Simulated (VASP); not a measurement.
A run of VASP 6.6.1 is set up as follows.

INCAR

```
SYSTEM = Ti
  PREC = Accurate
  ENCUT = 500
  EDIFF = 1E-6
  ISMEAR = 0
  SIGMA = 0.1
  LREAL = .False.
  LASPH = .True.
  NELM = 120
  ALGO = Normal
  ISIF = 2
  LWAVE = .False.
  LCHARG = .True.
  GGA = PS
  LELF = .True.
  LVHAR = .True.
  NBANDS = 12
  GGA_COMPAT = .False.
```

The input KPOINTS:

```
regular mesh
0
Gamma
  18 18 18
  0 0 0
```

File POSCAR:

```
Ti
1.0
   -1.6051160550      1.6051160550      1.6051160550
    1.6051160550     -1.6051160550      1.6051160550
    1.6051160550      1.6051160550     -1.6051160550
Ti
1
Direct
    0.0000000000      0.0000000000      0.0000000000
```

Potentials or basis: VASP PAW PBE potentials, release 64 (Ti_sv).

Launch:

```console
$ cat potpaw_PBE.64/Ti_sv/POTCAR > POTCAR
$ mpirun -np 1 vasp_std > vasp.out
```

(1) What does it give for the pressure?

(2) What does it give for the band gap on the k mesh?

## Answers

(1) -0.3 GPa.

(2) zero (band 6 reaches 9.50 eV, above the bottom of band 7 at 7.88 eV).

Caveat: the PAW data sets were made with another functional, which shifts forces and pressure a little.
